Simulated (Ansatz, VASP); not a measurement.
Au: VASP beside Ansatz

The input POSCAR:

```
Au
1.0
   -1.6075509300      1.6075509300      1.6075509300
    1.6075509300     -1.6075509300      1.6075509300
    1.6075509300      1.6075509300     -1.6075509300
Au
1
Direct
    0.0000000000      0.0000000000      0.0000000000
```

The input INCAR.step1:

```
SYSTEM = Au
PREC = Accurate ; ENCUT = 520
ISMEAR = 0 ; SIGMA = 0.15
LREAL = .FALSE. ; LASPH = .TRUE.
NELM = 60 ; NBANDS = 12
GGA = PE ; ALGO = Normal
EDIFF = 1E-4 ; LWAVE = .TRUE.
LCHARG = .FALSE.
```

The input INCAR.step2:

```
SYSTEM = Au
PREC = Accurate ; ENCUT = 520
EDIFF = 1E-7 ; ISMEAR = 0
SIGMA = 0.15 ; LREAL = .FALSE.
LASPH = .TRUE. ; NELM = 60
ALGO = Normal ; ISIF = 2
LWAVE = .FALSE. ; LCHARG = .TRUE.
METAGGA = R2SCAN ; LMIXTAU = .TRUE.
LELF = .TRUE. ; LVHAR = .TRUE.
NBANDS = 12 ; ISTART = 1
```

Contents of KPOINTS:

```
regular mesh
0
G
  20 20 20
  0 0 0
```

Input for Ansatz:

```yaml
crystal:
  lattice:
    - [-1.60755093, 1.60755093, 1.60755093]
    - [1.60755093, -1.60755093, 1.60755093]
    - [1.60755093, 1.60755093, -1.60755093]
  atoms:
    - { symbol: Au, position: [0.0, 0.0, 0.0] }
basis:
  ecutwfc: 500
kpoints:
  mp_grid: { grid: [20, 20, 20] }
hamiltonian:
  xc: r2scan
scf:
  occupations: { method: gaussian, width: 0.15 }
output:
  forces: true
  stress: true
  eigenvalues: true
  write_density: true
  write_potential: true
  elf: true
  volumetric_format: npy
```

Change from the starting cell: strain -0.030 along x and y, -0.030 along z, atoms carried along.

Alike in both runs: task single point; functional r2SCAN; k mesh 20 × 20 × 20; occupations gaussian, width 0.15 eV; no spin polarisation.

|  | VASP | Ansatz |
| --- | --- | --- |
| version | VASP 6.6.1 | Ansatz 0.2.0 |
| potentials or method | VASP PAW PBE potentials, release 64 (Au), cutoff 520 eV | scalar-relativistic, plane waves, PAW |
| valence electrons in the cell | 11 | 19 |

Ansatz gave:

```
gap on the k mesh at the Fermi level (eV) : none
pressure (GPa)                            : 10.2
```

Problem. Estimate VASP's values.

Solution. gap on the k mesh at the Fermi level (eV): none; pressure (GPa): 10.6.

VASP's potentials were made for PBE, not for r2SCAN. A gap of «none» marks a metal or a gap that the smearing closes. With one functional, cell and mesh, what is left measures potentials, basis and numerics. VASP's potentials hold 11 valence electrons a cell and Ansatz's 19, so a difference there can come from the potentials and not from the codes.

Neither program's run includes spin-orbit coupling.
